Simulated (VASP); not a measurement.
A run of VASP 6.6.1:

File INCAR:

```
PREC     = Accurate       # precision mode
ENCUT    = 520            # plane-wave cutoff, eV
EDIFF    = 1E-8           # SCF threshold, eV
ISMEAR   = -1             # smearing method
SIGMA    = 0.02           # smearing width, eV
LREAL    = False          # projectors in reciprocal space
LASPH    = True           # aspherical terms in the spheres
NELM     = 100            # most SCF steps
ALGO     = Normal         # electronic algorithm
ISIF     = 2              # what is computed and relaxed
LWAVE    = False          # write WAVECAR
LCHARG   = False          # write CHGCAR
GGA      = PS             # functional
LEFG     = True         
NBANDS   = 17             # bands
```

The input KPOINTS:

```
Automatic mesh
0
Gamma
  7 7 7
```

POSCAR

```
PbSe
1.0
    0.0000000000      3.0519086191      3.0519086191
    3.0519086191      0.0000000000      3.0519086191
    3.0519086191      3.0519086191      0.0000000000
Pb Se
1 1
Direct
    0.0000000000      0.0000000000      0.0000000000
    0.5000000000      0.5000000000      0.5000000000
```

Potentials or basis: VASP PAW PBE potentials, release 64 (Pb_d, Se).

Launch:

```bash
$ cat potpaw_PBE.64/Pb_d/POTCAR potpaw_PBE.64/Se/POTCAR > POTCAR
$ mpirun -np 1 vasp_std > vasp.out
```

Hardware: 1 thread of Intel(R) Xeon(R) 6975P-C (Granite Rapids) (shared host).

Question: How long does it take, and how much memory?

Answer: Run time: 8.4 s on 1 thread of Intel(R) Xeon(R) 6975P-C (Granite Rapids), with other jobs on the host, peak memory 0.18 GiB. Counts: scf iterations 13, k points 20.
